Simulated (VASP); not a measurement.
C: single point with PBEsol

The system is C.

```xyz
2
Lattice="0.0000 2.0081 3.3840 1.1757 0.0000 3.3840 1.1757 2.0081 0.0000" Properties=species:S:1:pos:R:3 pbc="T T T"
C     1.1757    0.9054    3.3840
C     1.1757    3.1107    3.3840
```

This cell differs from its parent crystal: strained.

```
Program             : VASP 6.6.1
Task                : single point
Functional          : PBEsol
Potentials or basis : VASP PAW PBE potentials, release 64 (C)
Cutoff              : 520 eV
k mesh              : 14 × 14 × 14
Occupations         : gaussian, width 0.02 eV
Spin                : no spin polarisation
```

* Pressure: 115.0 GPa
* Largest force: 8.450 eV/Å
* Band gap on the k mesh: zero (band 4 reaches 7.65 eV, above the bottom of band 5 at 4.82 eV)

Forces on the atoms (eV/Å):
```
C    0.000 -8.450  0.000
C    0.000  8.450  0.000
```

Stress tensor (GPa, compression positive):
```
261.36   0.00   0.00
  0.00  82.33   0.00
  0.00   0.00   1.16
```

Levels at points of the mesh, in eV from the Fermi level:
| k point | band 1 | band 2 | band 3 | band 4 | band 5 | band 6 | band 7 | band 8 | band 9 |
| --- | --- | --- | --- | --- | --- | --- | --- | --- | --- |
| (0.00, 0.00, 0.00) | -21.40 | -9.63 | -8.57 | 1.25 | 3.10 | 6.33 | 13.89 | 15.98 | 18.36 |
| (0.50, 0.00, 0.00) | -15.85 | -15.65 | -3.26 | -1.94 | -0.95 | 2.55 | 12.75 | 12.80 | 20.59 |
| (0.50, 0.50, 0.00) | -21.14 | -10.25 | -9.64 | 1.28 | 6.25 | 8.85 | 14.24 | 15.59 | 16.68 |
| (0.50, 0.00, 0.50) | -15.61 | -13.05 | -11.32 | -4.96 | 8.20 | 8.62 | 11.39 | 12.04 | 13.70 |
| (0.00, 0.50, 0.50) | -15.41 | -12.90 | -11.34 | -5.92 | 5.22 | 7.83 | 12.66 | 16.49 | 18.16 |

Run time: 56 s on 1 thread of Intel(R) Xeon(R) Platinum 8488C (Sapphire Rapids), with other jobs on the host, peak memory 0.18 GiB.

Caveat: the cell differs from its parent crystal (strained); the PAW data sets were made with another functional, which shifts forces and pressure a little.
